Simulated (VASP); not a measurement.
# MgO (P-6m2) in VASP: notebook

MgO is run at these levels: PBE; tasks: single point.

All numbers are computed with VASP 6.6.1; they aren't measurements. Logs are shortened: lines on timing, memory, paths and dates and some standing lists are left out, and cuts for length are marked.

**1. The cell of the first run**

The structure is hexagonal, space group P-6m2 (No. 187). Conventional cell: a = 2.894 Å, b = 2.894 Å, c = 2.760 Å, α = 90.00°, β = 90.00°, γ = 120.00°. Mg (site symmetry -6m2) has 6 O at 2.17 Å and 8 Mg at 2.76 to 2.89 Å within 2.9 Å. Within 2.9 Å of O (site symmetry -6m2) lie 6 Mg at 2.17 Å and 8 O at 2.76 to 2.89 Å.

**2. Single point, PBE (strain -0.015 along x and y, +0.030 along z)**

The input, INCAR:

```
  PREC = Accurate
  ENCUT = 520
  EDIFF = 1E-7
  ISMEAR = 0
  SIGMA = 0.05
  LREAL = F
  LASPH = T
  NELM = 60
  ALGO = Normal
  ISIF = 2
  LWAVE = F
  LCHARG = F
  GGA = PE
  NBANDS = 11
```

The input, KPOINTS:

```
Automatic mesh
0
Gamma
  9 9 8
```

The input, POSCAR:

```
MgO
1.0
    2.8939505899      0.0000000000      0.0000000000
   -1.4469752949      2.5062347281      0.0000000000
    0.0000000000      0.0000000000      2.7600704000
Mg O
1 1
Direct
    0.0000000000      0.0000000000      0.0000000000
    0.3333333333      0.6666666667      0.5000000000
```

Potentials or basis: VASP PAW PBE potentials, release 64 (Mg, O).

Started as:

```console
> cat potpaw_PBE.64/Mg/POTCAR potpaw_PBE.64/O/POTCAR > POTCAR
> mpirun -np 1 vasp_std > vasp.out
```

OUTCAR:

```text
PREC = Accurate
   ENCUT = 520
   EDIFF = 1E-7
   ISMEAR = 0
   LREAL = F
   LASPH = T
   NELM = 60
   ISIF = 2
   GGA = PE

 ion  position               nearest neighbor table
   1  0.000  0.000  0.000-   2 2.17   2 2.17   2 2.17   2 2.17   2 2.17   2 2.17
   2  0.333  0.667  0.500-   1 2.17   1 2.17   1 2.17   1 2.17   1 2.17   1 2.17

  LATTYP: Found a hexagonal cell.
 ALAT       =     2.8939505899
 C/A-ratio  =     0.9537379144

  Lattice vectors:

 A1 = (   2.8939505899,   0.0000000000,   0.0000000000)
 A2 = (  -1.4469752949,   2.5062347281,   0.0000000000)
 A3 = (   0.0000000000,   0.0000000000,   2.7600704000)

Analysis of symmetry for initial positions (statically):
=====================================================================
 Subroutine PRICEL returns:
 Original cell was already a primitive cell.

 Routine SETGRP: Setting up the symmetry group for a
 hexagonal supercell.

 Subroutine GETGRP returns: Found 12 space group operations
 (whereof 12 operations were pure point group operations)
 out of a pool of 24 trial point group operations.

The static configuration has the point symmetry D_3h.

Analysis of symmetry for dynamics (positions and initial velocities):
=====================================================================
 Subroutine PRICEL returns:
 Original cell was already a primitive cell.

 Routine SETGRP: Setting up the symmetry group for a
 hexagonal supercell.

 Subroutine GETGRP returns: Found 12 space group operations
 (whereof 12 operations were pure point group operations)
 out of a pool of 24 trial point group operations.

The dynamic configuration has the point symmetry D_3h.

 Subroutine INISYM returns: Found 12 space group operations
 (whereof 12 operations are pure point group operations),
 and found     1 'primitive' translations

----------------------------------------------------------------------------------------

                                     Primitive cell

  volume of cell :      20.0186

  direct lattice vectors                    reciprocal lattice vectors
     2.893950590  0.000000000  0.000000000     0.345548401  0.199502463  0.000000000
    -1.446975295  2.506234728  0.000000000     0.000000000  0.399004925  0.000000000
     0.000000000  0.000000000  2.760070400     0.000000000  0.000000000  0.362309599

[... 88 lines left out ...]
   NFREE  =      0    steps in history (QN), initial steepest desc. (CG)
   ISIF   =      2    stress and relaxation
   ISYM   =      2    0-nonsym 1-usesym 2-fastsym
   POTIM  = 0.5000    time-step for ionic-motion
   TEBEG  =    0.0;   TEEND  =   0.0 temperature during run
   PSTRESS=    0.0 pullay stress
   NELECT =       8.0000    total number of electrons
   NUPDOWN=      -1.0000    fix difference up-down
   EMIN   =  10.00;   EMAX   =-10.00  energy-range for DOS
   EFERMI =   0.00;   METHOD = LEGACY
   ISMEAR =     0;   SIGMA  =   0.05  broadening in eV -4-tet -1-fermi 0-gaus
   EFERMI_NEDOS =   21; number of points for ismear=-14 and -15
   IALGO  =     38    algorithm
   IMIX   =      4    mixing-type and parameters
     AMIX     =   0.40;   BMIX     =  1.00
     AMIX_MAG =   1.60;   BMIX_MAG =  1.00
  volume/ion in A,a.u.               =      10.01        67.55
  Fermi-wavevector in a.u.,A,eV,Ry     =   1.205851  2.278729 19.783930  1.454078
  Thomas-Fermi vector in A             =   2.341536
   LORBIT       =      0    0 simple, 1 ext, 2 COOP (PROOUT), +10 PAW based schemes
   GGA     = PE    functional components
   LHFCALC =     F    Hartree Fock is set to
   AEXX    =    0.0000 exact exchange contribution
   IVDW    =     0    specifies the selected vdW correction
   LEPSILON=     F    determine dielectric tensor
   LRPA    =     F    only Hartree local field effects (RPA)
 non-spin polarized calculation
 Gauss-broadening in eV      SIGMA  =   0.05
  energy-cutoff  :      520.00
  volume of cell :       20.02
 maximum number of plane-waves:       556
 NGX is ok and might be reduce to    24
   NGX = 11   NGY = 11   NGZ = 11

 number of electron       7.9999995 magnetization

 Free energy of the ion-electron system (eV)
  ---------------------------------------------------
  ext. energy  EPLUGINS =         0.00000000
  ---------------------------------------------------
  free energy    TOTEN  =       -11.18624883 eV

  energy without entropy =      -11.18624883  energy(sigma->0) =      -11.18624883

 E-fermi :   3.6392     XC(G=0): -10.7513

 val. band max:        3.3754684690   @ k =   0.0000   0.0000   0.5000
 cond. band min:       6.1768611173   @ k =   0.0000   0.0000   0.0000
 fundamental gap:      2.8013926483
 Fermi energy:         3.6391648857

 k-point     1 :       0.0000    0.0000    0.0000
  band No.  band energies     occupation
      1     -14.0888      2.00000
      2       2.5282      2.00000
      3       2.9575      2.00000
      4       2.9575      2.00000
      5       6.1769      0.00000
      6      15.0006      0.00000
      7      19.5074      0.00000
      8      19.5074      0.00000
      9      23.3147      0.00000
     10      23.5300      0.00000
     11      25.7653      0.00000
[... 309 lines left out ...]
 k-point    24 :       0.3333    0.3333    0.1250
  band No.  band energies     occupation
      1     -12.7536      2.00000
      2      -0.1039      2.00000
      3      -0.0867      2.00000
      4       2.4555      2.00000
      5      11.4788      0.00000
      6      14.9808      0.00000
      7      15.0232      0.00000
      8      20.2783      0.00000
      9      20.5117      0.00000
     10      25.3135      0.00000
     11      26.6646      0.00000

 [... further k-points ...]

------------------------ aborting loop because EDIFF is reached ----------------------------------------

  FORCE on cell =-STRESS in cart. coord.  units (eV):
  Direction    XX          YY          ZZ          XY          YZ          ZX
  --------------------------------------------------------------------------------------
  -------------------------------------------------------------------------------------
  Total        0.8122755      0.8122755     -2.1415838      0.0000000      0.0000000     -0.0000000
  in kB       65.0101159     65.0101159   -171.4007169      0.0000000      0.0000000     -0.0000000
  external PRESSURE =     -13.7934951 kB  Pullay stress =       0.0000000 kB

 VOLUME and BASIS-vectors are now :
 -----------------------------------------------------------------------------
  energy-cutoff  :      520.00
  volume of cell :       20.02
      direct lattice vectors                 reciprocal lattice vectors
     2.893950590  0.000000000  0.000000000     0.345548401  0.199502463  0.000000000
    -1.446975295  2.506234728  0.000000000     0.000000000  0.399004925  0.000000000
     0.000000000  0.000000000  2.760070400     0.000000000  0.000000000  0.362309599

 POSITION                                       TOTAL-FORCE (eV/Angst)
 -----------------------------------------------------------------------------------
      0.00000      0.00000      0.00000        -0.000000      0.000000      0.000000
     -0.00000      1.67082      1.38004         0.000000      0.000000      0.000000
 -----------------------------------------------------------------------------------
    total drift:                                0.000000     -0.000000     -0.000000

  FREE ENERGIE OF THE ION-ELECTRON SYSTEM (eV)
  ---------------------------------------------------
  free  energy   TOTEN  =       -11.1862488338 eV

  energy  without entropy=      -11.1862488338  energy(sigma->0) =      -11.18624883
```

OSZICAR:

```text
N       E                     dE             d eps       ncg     rms          rms(c)
DAV:   1     0.144832764942E+02    0.14483E+02   -0.45124E+03  1520   0.635E+02
DAV:   2    -0.123777097169E+02   -0.26861E+02   -0.26422E+02  1531   0.136E+02
DAV:   3    -0.129373745111E+02   -0.55966E+00   -0.55934E+00  1609   0.172E+01
DAV:   4    -0.129387518147E+02   -0.13773E-02   -0.13773E-02  1462   0.967E-01
DAV:   5    -0.129387566675E+02   -0.48528E-05   -0.48527E-05  1544   0.563E-02    0.735E+00
DAV:   6    -0.112409947289E+02    0.16978E+01   -0.99032E+00  1323   0.167E+01    0.241E+00
DAV:   7    -0.112055710739E+02    0.35424E-01   -0.80605E-02  1461   0.240E+00    0.138E+00
DAV:   8    -0.111866280527E+02    0.18943E-01   -0.39265E-02  1368   0.208E+00    0.261E-01
DAV:   9    -0.111863189139E+02    0.30914E-03   -0.32460E-04  1572   0.132E-01    0.183E-01
DAV:  10    -0.111862493795E+02    0.69534E-04   -0.61713E-04  1385   0.194E-01    0.123E-02
DAV:  11    -0.111862481768E+02    0.12027E-05   -0.11363E-05  1500   0.218E-02    0.546E-03
DAV:  12    -0.111862487500E+02   -0.57323E-06   -0.12872E-06  1427   0.857E-03    0.511E-04
DAV:  13    -0.111862488338E+02   -0.83757E-07   -0.17088E-08   846   0.103E-03
   1 F= -.11186249E+02 E0= -.11186249E+02  d E =-.724817E-16
```

It took 27 s on 1 thread of AMD EPYC 7R13, shared host; peak memory 0.11 GiB.

Results:

```yaml
Free_energy: -11.1862 eV
Pressure: -1.4 GPa
Band_gap_on_the_k_mesh: 2.80 eV, indirect (least direct gap 3.22 eV)
```

Caveat: the cell differs from its parent crystal (strain -0.015 along x and y, +0.030 along z).

**3. Single point, PBE (strain +0.000 along x and y, -0.015 along z)**

The input, INCAR:

```
SYSTEM = MgO
ALGO = Normal
EDIFF = 1E-6
ENCUT = 520
GGA = PE
ISIF = 2
ISMEAR = 0
LASPH = .TRUE.
LCHARG = .TRUE.
LELF = .TRUE.
LREAL = .FALSE.
LVHAR = .TRUE.
LWAVE = .FALSE.
NBANDS = 11
NELM = 100
PREC = Accurate
SIGMA = 0.05
```

The input, KPOINTS:

```
k-points
0
G
  9 9 8
  0 0 0
```

The input, POSCAR:

```
MgO
1.0
    2.9380209034      0.0000000000      0.0000000000
   -1.4690104517      2.5444007392      0.0000000000
    0.0000000000      0.0000000000      2.6394848000
Mg O
1 1
Direct
    0.0000000000      0.0000000000      0.0000000000
    0.3333333333      0.6666666667      0.5000000000
```

Potentials or basis: VASP PAW PBE potentials, release 64 (Mg, O).

Started as:

```console
> cat potpaw_PBE.64/Mg/POTCAR potpaw_PBE.64/O/POTCAR > POTCAR
> mpirun -np 1 vasp_std > vasp.out
```

OUTCAR:

```text
SYSTEM = MgO
   EDIFF = 1E-6
   ENCUT = 520
   GGA = PE
   ISIF = 2
   ISMEAR = 0
   LASPH = .TRUE.
   LREAL = .FALSE.
   NELM = 100
   PREC = Accurate

 ion  position               nearest neighbor table
   1  0.000  0.000  0.000-   2 2.15   2 2.15   2 2.15   2 2.15   2 2.15   2 2.15
   2  0.333  0.667  0.500-   1 2.15   1 2.15   1 2.15   1 2.15   1 2.15   1 2.15

  LATTYP: Found a hexagonal cell.
 ALAT       =     2.9380209034
 C/A-ratio  =     0.8983887068

  Lattice vectors:

 A1 = (   2.9380209034,   0.0000000000,   0.0000000000)
 A2 = (  -1.4690104517,   2.5444007392,   0.0000000000)
 A3 = (   0.0000000000,   0.0000000000,   2.6394848000)

Analysis of symmetry for initial positions (statically):
=====================================================================
 Subroutine PRICEL returns:
 Original cell was already a primitive cell.

 Routine SETGRP: Setting up the symmetry group for a
 hexagonal supercell.

 Subroutine GETGRP returns: Found 12 space group operations
 (whereof 12 operations were pure point group operations)
 out of a pool of 24 trial point group operations.

The static configuration has the point symmetry D_3h.

Analysis of symmetry for dynamics (positions and initial velocities):
=====================================================================
 Subroutine PRICEL returns:
 Original cell was already a primitive cell.

 Routine SETGRP: Setting up the symmetry group for a
 hexagonal supercell.

 Subroutine GETGRP returns: Found 12 space group operations
 (whereof 12 operations were pure point group operations)
 out of a pool of 24 trial point group operations.

The dynamic configuration has the point symmetry D_3h.

 Subroutine INISYM returns: Found 12 space group operations
 (whereof 12 operations are pure point group operations),
 and found     1 'primitive' translations

----------------------------------------------------------------------------------------

                                     Primitive cell

  volume of cell :      19.7315

  direct lattice vectors                    reciprocal lattice vectors
     2.938020903  0.000000000  0.000000000     0.340365175  0.196509926  0.000000000
    -1.469010452  2.544400739  0.000000000     0.000000000  0.393019851  0.000000000
     0.000000000  0.000000000  2.639484800     0.000000000  0.000000000  0.378861814

  length of vectors
     2.938020903  2.938020903  2.639484800     0.393019851  0.393019851  0.378861814

  position of ions in fractional coordinates (direct lattice)
     0.000000000  0.000000000  0.000000000
     0.333333333  0.666666667  0.500000000

  ion indices of the primitive-cell ions
   primitive index   ion index
                 1           1
                 2           2

----------------------------------------------------------------------------------------

 KPOINTS: k-points

Automatic generation of k-mesh.
 Grid dimensions read from file:
 generate k-points for:    9    9    8

 Generating k-lattice:

  Cartesian coordinates                     Fractional coordinates (reciprocal lattice)
     0.037818353  0.021834436  0.000000000     0.111111111  0.000000000  0.000000000
[... 21 lines left out ...]
  0.111111  0.111111  0.000000      6.000000
[... 16 lines left out ...]
  0.333333  0.222222  0.125000     24.000000
  0.333333  0.333333  0.125000      4.000000
 [... further k-points ...]
   k-points           NKPTS =     60   k-points in BZ     NKDIM =     60   number of bands    NBANDS=     11
   number of dos      NEDOS =    301   number of ions     NIONS =      2
   total plane-waves  NPLWV =  11520
   dimension x,y,z NGX =    24 NGY =   24 NGZ =   20
   dimension x,y,z NGXF=    48 NGYF=   48 NGZF=   40
   ions per type =               1   1
   NGX,Y,Z   is equivalent  to a cutoff of  13.58, 13.58, 12.60 a.u.
   NGXF,Y,Z  is equivalent  to a cutoff of  27.16, 27.16, 25.19 a.u.
 SYSTEM =  MgO
   PREC   = accura    normal or accurate (medium, high low for compatibility)
   ISTART =      0    job   : 0-new  1-cont  2-samecut
   ICHARG =      2    charge: 1-file 2-atom 10-const
   ISPIN  =      1    spin polarized calculation?
   LNONCOLLINEAR =      F non collinear calculations
   LSORBIT =      F    spin-orbit coupling
   LASPH  =      T    aspherical Exc in radial PAW
   ENCUT  =  520.0 eV  38.22 Ry    6.18 a.u.   5.46  5.46  4.91*2*pi/ulx,y,z
   NELM   =    100;   NELMIN=  2; NELMDL= -5     # of ELM steps
   EDIFF  = 0.1E-05   stopping-criterion for ELM
   LREAL  =      F    real-space projection
   EDIFFG = 0.1E-04   stopping-criterion for IOM
   NSW    =      0    number of steps for IOM
   IBRION =     -1    ionic relax: 0-MD 1-quasi-New 2-CG
   NFREE  =      0    steps in history (QN), initial steepest desc. (CG)
   ISIF   =      2    stress and relaxation
   ISYM   =      2    0-nonsym 1-usesym 2-fastsym
   POTIM  = 0.5000    time-step for ionic-motion
   TEBEG  =    0.0;   TEEND  =   0.0 temperature during run
   PSTRESS=    0.0 pullay stress
   NELECT =       8.0000    total number of electrons
   NUPDOWN=      -1.0000    fix difference up-down
   EMIN   =  10.00;   EMAX   =-10.00  energy-range for DOS
   EFERMI =   0.00;   METHOD = LEGACY
   ISMEAR =     0;   SIGMA  =   0.05  broadening in eV -4-tet -1-fermi 0-gaus
   EFERMI_NEDOS =   21; number of points for ismear=-14 and -15
   IALGO  =     38    algorithm
   IMIX   =      4    mixing-type and parameters
     AMIX     =   0.40;   BMIX     =  1.00
     AMIX_MAG =   1.60;   BMIX_MAG =  1.00
  volume/ion in A,a.u.               =       9.87        66.58
  Fermi-wavevector in a.u.,A,eV,Ry     =   1.211672  2.289728 19.975371  1.468148
  Thomas-Fermi vector in A             =   2.347180
   LORBIT       =      0    0 simple, 1 ext, 2 COOP (PROOUT), +10 PAW based schemes
   GGA     = PE    functional components
   LHFCALC =     F    Hartree Fock is set to
   AEXX    =    0.0000 exact exchange contribution
   IVDW    =     0    specifies the selected vdW correction
   LEPSILON=     F    determine dielectric tensor
   LRPA    =     F    only Hartree local field effects (RPA)
 non-spin polarized calculation
 Gauss-broadening in eV      SIGMA  =   0.05
  energy-cutoff  :      520.00
  volume of cell :       19.73
 maximum number of plane-waves:       550
 NGX is ok and might be reduce to    24
   NGX = 11   NGY = 11   NGZ =  9

 number of electron       7.9999997 magnetization

 Free energy of the ion-electron system (eV)
  ---------------------------------------------------
  ext. energy  EPLUGINS =         0.00000000
  ---------------------------------------------------
  free energy    TOTEN  =       -11.22357170 eV

  energy without entropy =      -11.22357170  energy(sigma->0) =      -11.22357170

 E-fermi :   3.8462     XC(G=0): -10.7983

 val. band max:        3.5296342874   @ k =   0.3333   0.3333   0.0000
 cond. band min:       6.5531415378   @ k =   0.0000   0.0000   0.0000
 fundamental gap:      3.0235072504
 Fermi energy:         3.8461652353

 k-point     1 :       0.0000    0.0000    0.0000
  band No.  band energies     occupation
      1     -14.1026      2.00000
      2       2.7252      2.00000
      3       2.7252      2.00000
      4       3.1534      2.00000
      5       6.5531      0.00000
      6      15.4247      0.00000
      7      18.8969      0.00000
      8      18.8969      0.00000
      9      23.3023      0.00000
     10      24.8501      0.00000
     11      26.1608      0.00000
[... 309 lines left out ...]
 k-point    24 :       0.3333    0.3333    0.1250
  band No.  band energies     occupation
      1     -12.8253      2.00000
      2      -0.2004      2.00000
      3      -0.1950      2.00000
      4       2.8720      2.00000
      5      11.7536      0.00000
      6      14.7864      0.00000
      7      16.1005      0.00000
      8      20.8193      0.00000
      9      21.3966      0.00000
     10      24.8134      0.00000
     11      27.9494      0.00000

 [... further k-points ...]

------------------------ aborting loop because EDIFF is reached ----------------------------------------

  FORCE on cell =-STRESS in cart. coord.  units (eV):
  Direction    XX          YY          ZZ          XY          YZ          ZX
  --------------------------------------------------------------------------------------
  -------------------------------------------------------------------------------------
  Total       -0.1275266     -0.1275266      0.9454421      0.0000000      0.0000000      0.0000000
  in kB      -10.3550431    -10.3550431     76.7690168      0.0000000      0.0000000      0.0000000
  external PRESSURE =      18.6863102 kB  Pullay stress =       0.0000000 kB

 VOLUME and BASIS-vectors are now :
 -----------------------------------------------------------------------------
  energy-cutoff  :      520.00
  volume of cell :       19.73
      direct lattice vectors                 reciprocal lattice vectors
     2.938020903  0.000000000  0.000000000     0.340365175  0.196509926  0.000000000
    -1.469010452  2.544400739  0.000000000     0.000000000  0.393019851  0.000000000
     0.000000000  0.000000000  2.639484800     0.000000000  0.000000000  0.378861814

 POSITION                                       TOTAL-FORCE (eV/Angst)
 -----------------------------------------------------------------------------------
      0.00000      0.00000      0.00000         0.000000      0.000000      0.000000
     -0.00000      1.69627      1.31974        -0.000000     -0.000000      0.000000
 -----------------------------------------------------------------------------------
    total drift:                                0.000000     -0.000000     -0.000000

  FREE ENERGIE OF THE ION-ELECTRON SYSTEM (eV)
  ---------------------------------------------------
  free  energy   TOTEN  =       -11.2235717036 eV

  energy  without entropy=      -11.2235717036  energy(sigma->0) =      -11.22357170
```

stdout:

```text
POSCAR found type information on POSCAR MgO
 POSCAR found :  2 types and       2 ions
 scaLAPACK will be used
 LDA part: xc-table for (Slater+PW92), standard interpolation
 POSCAR, INCAR and KPOINTS ok, starting setup
 FFT: planning ... GRIDC
 FFT: planning ... GRID_SOFT
 FFT: planning ... GRID
 WAVECAR not read
 entering main loop
```

It took 26 s on 1 thread of AMD EPYC 7R13, shared host; peak memory 0.11 GiB.

Results:

- Free energy: -11.2236 eV
- Pressure: 1.9 GPa
- Band gap on the k mesh: 3.02 eV, indirect (least direct gap 3.40 eV)

Caveat: the cell differs from its parent crystal (strain +0.000 along x and y, -0.015 along z). A k mesh can miss the band edges.
